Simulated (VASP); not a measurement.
# BeB (P1) in VASP: a series of runs, part 2 of 2

VASP 6.6.1. Earlier steps stand in the parts before.

### 4 Single point, r2SCAN

Input file POSCAR:

```
BeB
1.0
    0.0000000000      1.9666366700      1.9666366700
    1.9666366700      0.0000000000      1.9666366700
    1.9666366700      1.9666366700      0.0000000000
Be B
1 1
Direct
    0.0195340000     -0.0043910000     -0.0095990000
    0.2767160000      0.2499000000      0.2211710000
```

Input file INCAR.step1:

```
ALGO     = Normal         # electronic algorithm
EDIFF    = 1E-4           # SCF threshold, eV
ENCUT    = 520            # plane-wave cutoff, eV
GGA      = PE             # functional
ISMEAR   = 0              # smearing method
LASPH    = True           # aspherical terms in the spheres
LCHARG   = False          # write CHGCAR
LREAL    = False          # projectors in reciprocal space
LWAVE    = True           # write WAVECAR
NBANDS   = 10             # bands
NELM     = 80             # most SCF steps
PREC     = Accurate       # precision mode
SIGMA    = 0.05           # smearing width, eV
```

Input file INCAR.step2:

```
ALGO     = Normal         # electronic algorithm
EDIFF    = 1E-6           # SCF threshold, eV
ENCUT    = 520            # plane-wave cutoff, eV
ISIF     = 2              # what is computed and relaxed
ISMEAR   = 0              # smearing method
ISTART   = 1            
LASPH    = True           # aspherical terms in the spheres
LCHARG   = True           # write CHGCAR
LELF     = True           # ELF
LMIXTAU  = True         
LREAL    = False          # projectors in reciprocal space
LVHAR    = True         
LWAVE    = False          # write WAVECAR
METAGGA  = R2SCAN         # meta-GGA
NBANDS   = 10             # bands
NELM     = 80             # most SCF steps
PREC     = Accurate       # precision mode
SIGMA    = 0.05           # smearing width, eV
```

Input file KPOINTS:

```
k-points
0
Gamma
  8 8 8
```

Potentials or basis: VASP PAW PBE potentials, release 64 (Be, B).

Started as:

```sh
cat potpaw_PBE.64/Be/POTCAR potpaw_PBE.64/B/POTCAR > POTCAR
cp INCAR.step1 INCAR
mpirun -np 1 vasp_std > vasp.out
cp INCAR.step2 INCAR
mpirun -np 1 vasp_std > vasp.out
```

OUTCAR:

```text
EDIFF = 1E-6
   ENCUT = 520
   ISIF = 2
   ISMEAR = 0
   ISTART = 1
   LASPH = True
   LREAL = False
   METAGGA = R2SCAN
   NELM = 80
   PREC = Accurate

 ion  position               nearest neighbor table
   1  0.020  0.996  0.990-   2 1.69   2 1.69   2 1.69   2 1.75
   2  0.277  0.250  0.221-   1 1.69   1 1.69   1 1.69   1 1.75

  LATTYP: Found a face centered cubic cell.
 ALAT       =     3.9332733400

  Lattice vectors:

[... 499 lines left out ...]

------------------------ aborting loop because EDIFF is reached ----------------------------------------

  FORCE on cell =-STRESS in cart. coord.  units (eV):
  Direction    XX          YY          ZZ          XY          YZ          ZX
  --------------------------------------------------------------------------------------
  -------------------------------------------------------------------------------------
  Total        6.1275371      6.1386628      6.1398873     -0.6345022      0.7988607      0.6620466
  in kB      645.3482505    646.5199997    646.6489639    -66.8253594     84.1354895     69.7263155
  external PRESSURE =     646.1724047 kB  Pullay stress =       0.0000000 kB

 VOLUME and BASIS-vectors are now :
 -----------------------------------------------------------------------------
  energy-cutoff  :      520.00
  volume of cell :       15.21
      direct lattice vectors                 reciprocal lattice vectors
     0.000000000  1.966636670  1.966636670    -0.254241166  0.254241166  0.254241166
     1.966636670  0.000000000  1.966636670     0.254241166 -0.254241166  0.254241166
     1.966636670  1.966636670  0.000000000     0.254241166  0.254241166 -0.254241166

 POSITION                                       TOTAL-FORCE (eV/Angst)
 -----------------------------------------------------------------------------------
      3.90576      1.98618      1.99642        -0.408398     -0.306057      0.284970
      0.92643      0.97916      1.03566         0.408398      0.306057     -0.284970
 -----------------------------------------------------------------------------------
    total drift:                                0.000055      0.000016     -0.000088

  FREE ENERGIE OF THE ION-ELECTRON SYSTEM (eV)
  ---------------------------------------------------
  free  energy   TOTEN  =        -7.2777347035 eV

  energy  without entropy=       -7.2765370728  energy(sigma->0) =       -7.27713589
```

OUTCAR.step1:

```text
EDIFF = 1E-4
   ENCUT = 520
   GGA = PE
   ISMEAR = 0
   LASPH = True
[... 533 lines left out ...]
 -----------------------------------------------------------------------------------
      3.90576      1.98618      1.99642        -0.407184     -0.307253      0.286697
      0.92643      0.97916      1.03566         0.407184      0.307253     -0.286697
 -----------------------------------------------------------------------------------
    total drift:                               -0.000195     -0.000150      0.000151

  FREE ENERGIE OF THE ION-ELECTRON SYSTEM (eV)
  ---------------------------------------------------
  free  energy   TOTEN  =        -6.2825958914 eV

  energy  without entropy=       -6.2809801839  energy(sigma->0) =       -6.28178804
```

OSZICAR.step1:

```text
N       E                     dE             d eps       ncg     rms          rms(c)
DAV:   1     0.311264838185E+01    0.31126E+01   -0.23608E+03  5256   0.386E+02
DAV:   2    -0.636747658310E+01   -0.94801E+01   -0.91202E+01  6768   0.784E+01
DAV:   3    -0.651852288135E+01   -0.15105E+00   -0.14978E+00  6414   0.720E+00
DAV:   4    -0.651868407629E+01   -0.16119E-03   -0.16119E-03  6184   0.269E-01
DAV:   5    -0.651868418137E+01   -0.10508E-06   -0.10496E-06  6156   0.709E-03    0.247E+00
DAV:   6    -0.634133899687E+01    0.17735E+00   -0.90034E-02  5930   0.196E+00    0.144E+00
DAV:   7    -0.628266095460E+01    0.58678E-01   -0.91751E-02  6478   0.188E+00    0.269E-01
DAV:   8    -0.628261600147E+01    0.44953E-04   -0.19998E-03  6536   0.335E-01    0.263E-02
DAV:   9    -0.628259589140E+01    0.20110E-04   -0.31446E-05  3720   0.378E-02
   1 F= -.62825959E+01 E0= -.62817880E+01  d E =-.161571E-02
```

Wall time 75 s (1 thread of Intel Xeon Platinum 8488C (Sapphire Rapids), shared host); peak memory 0.16 GiB.

What came out:

- Free energy: -7.2777 eV
- Pressure: 64.6 GPa
- Largest force: 0.585 eV/Å

Forces on the atoms (eV/Å):
```
Be  -0.408 -0.306  0.285
B    0.408  0.306 -0.285
```

Levels at points of the mesh, in eV from the Fermi level:
```csv
k point,band 1,band 2,band 3,band 4,band 5,band 6
"(0.00, 0.00, 0.00)",-12.77,5.42,5.49,5.99,11.31,11.58
"(0.50, 0.00, 0.00)",-7.87,-6.10,3.05,3.52,12.39,13.05
"(0.00, 0.50, 0.00)",-7.86,-6.10,3.03,3.52,12.36,13.05
"(0.00, 0.00, 0.50)",-7.75,-6.13,3.17,3.23,12.51,12.60
"(0.50, 0.50, 0.50)",-7.87,-6.10,3.05,3.52,12.40,13.05
"(0.50, 0.50, 0.00)",-6.06,-4.13,-0.45,-0.31,7.88,11.14
"(0.00, 0.50, 0.50)",-6.06,-4.13,-0.47,-0.29,7.88,11.15
"(0.50, 0.00, 0.50)",-6.06,-4.13,-0.45,-0.31,7.88,11.14
```

Caveat: the PAW data sets were made with another functional, which shifts forces and pressure a little.

### 5 The runs side by side

| level | smearing | gap on the mesh (eV) | pressure (GPa) | largest force (eV/Å) |
| --- | --- | --- | --- | --- |
| PBE | gaussian 0.01 eV | none | 62.3 | 0.59 |
| PBE | gaussian 0.005 eV | none | 62.3 | 0.59 |
| r2SCAN | gaussian 0.05 eV | none | 64.6 | 0.58 |

Alike in all rows: task single point; potentials or basis VASP PAW PBE potentials, release 64 (Be, B); no spin polarisation; cell as given; k mesh 8 × 8 × 8; cutoff (eV) 520.

Every run on the cell as given and a fine mesh finds a metal. The pressure there spans 62.3 GPa (PBE) to 64.6 GPa (r2SCAN); a positive pressure means that this level wants a larger cell, a negative one a smaller.

Caveats: the PAW data sets were made with another functional, which shifts forces and pressure a little (some runs).

Total energies depend on the potentials used, so only differences within one code and one set of settings carry meaning.
